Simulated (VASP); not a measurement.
Set up this calculation in VASP 6.6.1, as the native input.

```
Task                   : single point
Functional             : r2SCAN
Potentials or basis    : VASP PAW PBE potentials, release 64 (Sn_d, O)
Cutoff                 : 520 eV
k mesh                 : 10 × 10 × 8
Occupations            : gaussian, width 0.01 eV
Spin                   : no spin polarisation
Dipole correction      : no
Further INCAR settings : ALGO = Normal; EDIFF = 1e-06; NBANDS = 28
```

The system is SnO.

```
Sn O
1.0
     3.80870    0.00000    0.00000
     0.00000    3.80870    0.00000
     0.00000    0.00000    4.93087
Sn O
2 2
Cartesian
  1.9044 0.0000 1.1468
  0.0000 1.9044 3.7841
  0.0000 0.0000 0.0000
  1.9044 1.9044 0.0000
```

One way to write it, as run:

POSCAR

```
SnO
1.0
    3.8087037368      0.0000000000      0.0000000000
    0.0000000000      3.8087037368      0.0000000000
    0.0000000000      0.0000000000      4.9308709360
Sn O
2 2
Direct
    0.5000000000      0.0000000000      0.2325790935
    0.0000000000      0.5000000000      0.7674209065
    0.0000000000      0.0000000000      0.0000000000
    0.5000000000      0.5000000000      0.0000000000
```

INCAR.step1

```
SYSTEM = SnO
PREC = Accurate
ENCUT = 520
ISMEAR = 0
SIGMA = 0.01
LREAL = .FALSE.
LASPH = .TRUE.
NELM = 100
NBANDS = 28
GGA = PE
ALGO = Normal
EDIFF = 1E-4
LWAVE = .TRUE.
LCHARG = .FALSE.
```

INCAR.step2

```
SYSTEM = SnO
PREC = Accurate
ENCUT = 520
EDIFF = 1E-6
ISMEAR = 0
SIGMA = 0.01
LREAL = .FALSE.
LASPH = .TRUE.
NELM = 100
ALGO = Normal
ISIF = 2
LWAVE = .FALSE.
LCHARG = .TRUE.
METAGGA = R2SCAN
LMIXTAU = .TRUE.
LELF = .TRUE.
LVHAR = .TRUE.
NBANDS = 28
ISTART = 1
```

KPOINTS

```
regular mesh
0
G
  10 10 8
  0 0 0
```

Potentials or basis: VASP PAW PBE potentials, release 64 (Sn_d, O).

Run with:

```console
$ cat potpaw_PBE.64/Sn_d/POTCAR potpaw_PBE.64/O/POTCAR > POTCAR
$ cp INCAR.step1 INCAR
$ mpirun -np 1 vasp_std > vasp.out
$ cp INCAR.step2 INCAR
$ mpirun -np 1 vasp_std > vasp.out
```

Results of the run:

```json
{
  "Pressure": "0.6 GPa",
  "Largest force": "0.141 eV/Å",
  "Band gap on the k mesh": "0.37 eV (least direct gap 2.32 eV)"
}
```

Caveat: semilocal functionals underestimate gaps, and a narrow one can read as zero; the PAW data sets were made with another functional, which shifts forces and pressure a little; spin-orbit coupling is left out, which moves the levels of the heavy elements.

Wall time 4.8 min on 1 thread of Intel(R) Xeon(R) 6975P-C (Granite Rapids) (shared host), peak memory 0.3 GiB.
